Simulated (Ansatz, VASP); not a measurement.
# One calculation of Cu, two programs

```xyz
5
Lattice="2.5288 0.0000 0.0000 -1.2644 2.1900 0.0000 0.0000 0.0000 19.1974" Properties=species:S:1:pos:R:3 pbc="T T T"
Cu    1.8966    0.3650    5.5000
Cu   -0.6322    1.8250    7.5443
Cu    0.6322    1.0950    9.5987
Cu    1.8966    0.3650   11.6531
Cu   -0.6322    1.8250   13.6974
```

Alike in both runs: task single point; functional r2SCAN; k mesh 16 × 16 × 1; occupations fermi-dirac, width 0.1 eV; no spin polarisation.

|  | VASP | Ansatz |
| --- | --- | --- |
| version | VASP 6.6.1 | Ansatz 0.2.0 |
| potentials or method | VASP PAW PBE potentials, release 64 (Cu) | PAW with Ansatz's default frozen-core files, scalar-relativistic |
| plane-wave cutoff (eV) | 520 | 500 |
| valence electrons in the cell | 55 | 95 |

|  | VASP | Ansatz | Ansatz less VASP |
| --- | --- | --- | --- |
| rms of the force components (eV/Å) | 0.014 | 0.001 | -0.0132 |

VASP's potentials were made for PBE, not for r2SCAN. Atom by atom the forces differ by 0.013 eV/Å (rms over components). VASP's potentials hold 55 valence electrons a cell and Ansatz's 95, so a difference there can come from the potentials and not from the codes. Ansatz's warnings: vacuum density over bound.
